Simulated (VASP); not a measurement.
# NiO (Fm-3m) in VASP: notebook

The runs below take NiO through electric field gradients, with PBE.

Program: VASP 6.6.1. These are calculated values, not measurements. Logs are shortened: lines on timing, memory, paths and dates and some standing lists are left out, and cuts for length are marked.

## Step 1: The cell of the first run

The structure is cubic, space group Fm-3m (No. 225). The conventional cell has a = 4.112 Å, b = 4.112 Å, c = 4.112 Å, α = 90.00°, β = 90.00°, γ = 90.00°. Within 2.7 Å of Ni (site symmetry m-3m) lie 6 O at 2.06 Å. O (site symmetry m-3m) has 6 Ni at 2.06 Å within 2.7 Å.

## Step 2: Electric field gradients, PBE, collinear spin, ferromagnetic start (volume scaled by 0.95)

Input file INCAR:

```
ALGO = Normal
EDIFF = 1E-8
ENCUT = 520
GGA = PE
ISIF = 2
ISMEAR = -1
ISPIN = 2
LASPH = T
LCHARG = F
LEFG = T
LMAXMIX = 4
LORBIT = 11
LREAL = F
LWAVE = F
MAGMOM = 1.5 0
NBANDS = 19
NELM = 150
PREC = Accurate
SIGMA = 0.03
```

Input file KPOINTS:

```
k-points
0
Gamma
  17 17 17
```

Input file POSCAR:

```
NiO
1.0
    0.0000000000      2.0558572188      2.0558572188
    2.0558572188      0.0000000000      2.0558572188
    2.0558572188      2.0558572188      0.0000000000
Ni O
1 1
Direct
    0.0000000000      0.0000000000      0.0000000000
    0.5000000000      0.5000000000      0.5000000000
```

Potentials or basis: VASP PAW PBE potentials, release 64 (Ni, O).

Run with:

```console
$ cat potpaw_PBE.64/Ni/POTCAR potpaw_PBE.64/O/POTCAR > POTCAR
$ mpirun -np 1 vasp_std > vasp.out
```

OUTCAR:

```text
EDIFF = 1E-8
   ENCUT = 520
   GGA = PE
   ISIF = 2
   ISMEAR = -1
   ISPIN = 2
   LASPH = T
   LORBIT = 11
   LREAL = F
   NELM = 150
   PREC = Accurate

 ion  position               nearest neighbor table
   1  0.000  0.000  0.000-   2 2.06   2 2.06   2 2.06   2 2.06   2 2.06   2 2.06
   2  0.500  0.500  0.500-   1 2.06   1 2.06   1 2.06   1 2.06   1 2.06   1 2.06

  LATTYP: Found a face centered cubic cell.
 ALAT       =     4.1117144376

  Lattice vectors:

 A1 = (   0.0000000000,   2.0558572188,   2.0558572188)
 A2 = (   2.0558572188,   0.0000000000,   2.0558572188)
 A3 = (   2.0558572188,   2.0558572188,   0.0000000000)

Analysis of symmetry for initial positions (statically):
=====================================================================
 Subroutine PRICEL returns:
 Original cell was already a primitive cell.

 Routine SETGRP: Setting up the symmetry group for a
 face centered cubic supercell.

 Subroutine GETGRP returns: Found 48 space group operations
 (whereof 48 operations were pure point group operations)
 out of a pool of 48 trial point group operations.

The static configuration has the point symmetry O_h .

Analysis of symmetry for dynamics (positions and initial velocities):
=====================================================================
 Subroutine PRICEL returns:
 Original cell was already a primitive cell.

 Routine SETGRP: Setting up the symmetry group for a
 face centered cubic supercell.

 Subroutine GETGRP returns: Found 48 space group operations
 (whereof 48 operations were pure point group operations)
 out of a pool of 48 trial point group operations.

The dynamic configuration has the point symmetry O_h .

Analysis of structural, dynamic, and magnetic symmetry:
=====================================================================
 Subroutine PRICEL returns:
 Original cell was already a primitive cell.

 Routine SETGRP: Setting up the symmetry group for a
 face centered cubic supercell.

 Subroutine GETGRP returns: Found 48 space group operations
 (whereof 48 operations were pure point group operations)
 out of a pool of 48 trial point group operations.

The overall configuration has the point symmetry O_h .

 Subroutine INISYM returns: Found 48 space group operations
 (whereof 48 operations are pure point group operations),
 and found     1 'primitive' translations

----------------------------------------------------------------------------------------

                                     Primitive cell

  volume of cell :      17.3784

  direct lattice vectors                    reciprocal lattice vectors
     0.000000000  2.055857219  2.055857219    -0.243207551  0.243207551  0.243207551
     2.055857219  0.000000000  2.055857219     0.243207551 -0.243207551  0.243207551
     2.055857219  2.055857219  0.000000000     0.243207551  0.243207551 -0.243207551

  length of vectors
     2.907421161  2.907421161  2.907421161     0.421247836  0.421247836  0.421247836

  position of ions in fractional coordinates (direct lattice)
     0.000000000  0.000000000  0.000000000
     0.500000000  0.500000000  0.500000000

  ion indices of the primitive-cell ions
   primitive index   ion index
                 1           1
                 2           2

----------------------------------------------------------------------------------------

 KPOINTS: k-points

Automatic generation of k-mesh.
 Grid dimensions read from file:
 generate k-points for:   17   17   17

 Generating k-lattice:

  Cartesian coordinates                     Fractional coordinates (reciprocal lattice)
    -0.014306327  0.014306327  0.014306327     0.058823529  0.000000000  0.000000000
[... 53 lines left out ...]
   ISPIN  =      2    spin polarized calculation?
   LNONCOLLINEAR =      F non collinear calculations
   LSORBIT =      F    spin-orbit coupling
   LASPH  =      T    aspherical Exc in radial PAW
   ENCUT  =  520.0 eV  38.22 Ry    6.18 a.u.   5.41  5.41  5.41*2*pi/ulx,y,z
   NELM   =    150;   NELMIN=  2; NELMDL= -5     # of ELM steps
   EDIFF  = 0.1E-07   stopping-criterion for ELM
   LREAL  =      F    real-space projection
   EDIFFG = 0.1E-06   stopping-criterion for IOM
   NSW    =      0    number of steps for IOM
   IBRION =     -1    ionic relax: 0-MD 1-quasi-New 2-CG
   NFREE  =      0    steps in history (QN), initial steepest desc. (CG)
   ISIF   =      2    stress and relaxation
   ISYM   =      2    0-nonsym 1-usesym 2-fastsym
   POTIM  = 0.5000    time-step for ionic-motion
   TEBEG  =    0.0;   TEEND  =   0.0 temperature during run
   PSTRESS=    0.0 pullay stress
   NELECT =      16.0000    total number of electrons
   NUPDOWN=      -1.0000    fix difference up-down
   EMIN   =  10.00;   EMAX   =-10.00  energy-range for DOS
   EFERMI =   0.00;   METHOD = LEGACY
   ISMEAR =    -1;   SIGMA  =   0.03  broadening in eV -4-tet -1-fermi 0-gaus
   EFERMI_NEDOS =   21; number of points for ismear=-14 and -15
   IALGO  =     38    algorithm
   IMIX   =      4    mixing-type and parameters
     AMIX     =   0.40;   BMIX     =  1.00
     AMIX_MAG =   1.60;   BMIX_MAG =  1.00
  volume/ion in A,a.u.               =       8.69        58.64
  Fermi-wavevector in a.u.,A,eV,Ry     =   1.592619  3.009613 34.510295  2.536435
  Thomas-Fermi vector in A             =   2.690976
   LORBIT       =     11    0 simple, 1 ext, 2 COOP (PROOUT), +10 PAW based schemes
   GGA     = PE    functional components
   LHFCALC =     F    Hartree Fock is set to
   AEXX    =    0.0000 exact exchange contribution
   IVDW    =     0    specifies the selected vdW correction
   LEPSILON=     F    determine dielectric tensor
   LRPA    =     F    only Hartree local field effects (RPA)
 spin polarized calculation
  energy-cutoff  :      520.00
  volume of cell :       17.38
 maximum number of plane-waves:       489
 NGX is ok and might be reduce to    24
   NGX = 11   NGY = 11   NGZ = 11

 number of electron      15.9999988 magnetization       1.5439769

 Free energy of the ion-electron system (eV)
  ---------------------------------------------------
  ext. energy  EPLUGINS =         0.00000000
  ---------------------------------------------------
  free energy    TOTEN  =       -11.42422560 eV

  energy without entropy =      -11.42011371  energy(sigma->0) =      -11.42216966

 E-fermi :   8.6496     XC(G=0): -12.9585

 val. band max:        8.6492262570   @ k =   0.4706   0.1176   0.0000
 cond. band min:       8.6530199422   @ k =   0.4118   0.0588   0.0000
 fundamental gap:      0.0037936851
 Fermi energy:         8.6495854104

 spin component 1

 k-point     1 :       0.0000    0.0000    0.0000
  band No.  band energies     occupation
      1     -12.2504      1.00000
      2       5.3753      1.00000
      3       5.3753      1.00000
      4       5.3753      1.00000
      5       5.5756      1.00000
      6       5.5756      1.00000
[... 517 lines left out ...]
     18      37.2494      0.00000
     19      38.8532      0.00000

 [... further k-points ...]

 spin component 2

 k-point     1 :       0.0000    0.0000    0.0000
  band No.  band energies     occupation
      1     -11.8843      1.00000
      2       5.8029      1.00000
      3       5.8029      1.00000
      4       5.8029      1.00000
      5       6.6576      1.00000
      6       6.6577      1.00000
[... 517 lines left out ...]
     18      37.7616      0.00000
     19      39.3937      0.00000

 [... further k-points ...]
[... 5 lines left out ...]
  --------------------------------------------------------------------------------------
  -------------------------------------------------------------------------------------
  Total        1.5291866      1.5291866      1.5291866      0.0000000      0.0000000      0.0000000
  in kB      140.9815306    140.9815306    140.9815306      0.0000000      0.0000000      0.0000000
  external PRESSURE =     140.9815306 kB  Pullay stress =       0.0000000 kB

 VOLUME and BASIS-vectors are now :
 -----------------------------------------------------------------------------
  energy-cutoff  :      520.00
  volume of cell :       17.38
      direct lattice vectors                 reciprocal lattice vectors
     0.000000000  2.055857219  2.055857219    -0.243207551  0.243207551  0.243207551
     2.055857219  0.000000000  2.055857219     0.243207551 -0.243207551  0.243207551
     2.055857219  2.055857219  0.000000000     0.243207551  0.243207551 -0.243207551

 POSITION                                       TOTAL-FORCE (eV/Angst)
 -----------------------------------------------------------------------------------
      0.00000      0.00000      0.00000         0.000000      0.000000      0.000000
      2.05586      2.05586      2.05586         0.000000      0.000000     -0.000000
 -----------------------------------------------------------------------------------
    total drift:                                0.000000     -0.000000     -0.000000

  FREE ENERGIE OF THE ION-ELECTRON SYSTEM (eV)
  ---------------------------------------------------
  free  energy   TOTEN  =       -11.4242256010 eV

  energy  without entropy=      -11.4201137107  energy(sigma->0) =      -11.42216966

 Electric field gradients (V/A^2)
---------------------------------------------------------------------
 ion       V_xx      V_yy      V_zz      V_xy      V_xz      V_yz
---------------------------------------------------------------------
   1      -0.000     0.000    -0.000    -0.000    -0.000    -0.000
   2      -0.000    -0.000     0.000    -0.001    -0.001    -0.001
---------------------------------------------------------------------

 Electric field gradients after diagonalization (V/A^2)
 (convention: |V_zz| > |V_xx| > |V_yy|)
----------------------------------------------------------------------
 ion       V_xx      V_yy      V_zz     asymmetry (V_yy - V_xx)/ V_zz
----------------------------------------------------------------------
   1       0.000     0.000    -0.001       0.000
   2       0.001     0.001    -0.001       0.000
----------------------------------------------------------------------

           NMR quadrupolar parameters

 Cq : quadrupolar parameter    Cq=e*Q*V_zz/h
 eta: asymmetry parameters     (V_yy - V_xx)/ V_zz
 Q  : nuclear electric quadrupole moment in mb (millibarn)
----------------------------------------------------------------------
 ion       Cq(MHz)       eta       Q (mb)
----------------------------------------------------------------------
   1      -0.000       0.000       1.000
   2      -0.000       0.000       1.000
----------------------------------------------------------------------

 total charge

# of ion       s       p       d       tot
------------------------------------------
    1        0.347   0.441   8.300   9.087
    2        1.559   3.439   0.000   4.998
--------------------------------------------------
tot          1.905   3.880   8.300  14.085

 magnetization (x)

# of ion       s       p       d       tot
------------------------------------------
    1        0.012   0.015   1.257   1.284
    2        0.028   0.194   0.000   0.223
--------------------------------------------------
tot          0.040   0.210   1.257   1.507
```

It took 50 s on 1 thread of Intel Xeon 6975P-C (Granite Rapids), shared host; peak memory 0.21 GiB.

Results:

```
Free energy                                           : -11.4242 eV
Pressure                                              : 14.1 GPa
Net moment                                            : 1.54 μB per cell
Site moments                                          : Ni +1.28; O +0.22 μB
Valence electrons inside the program's atomic spheres : Ni 9.09; O 5.00
```

Caveat: without QUAD_EFG the Cq values of the log hold for a quadrupole moment of 1 mb, not for the nuclei; a cell with one magnetic atom can't hold antiferromagnetic order, which such compounds often take; semilocal functionals often make such compounds metallic where correlation or magnetic order opens a gap, which also shifts bond lengths.

(Part 1 of 2 ends here.)
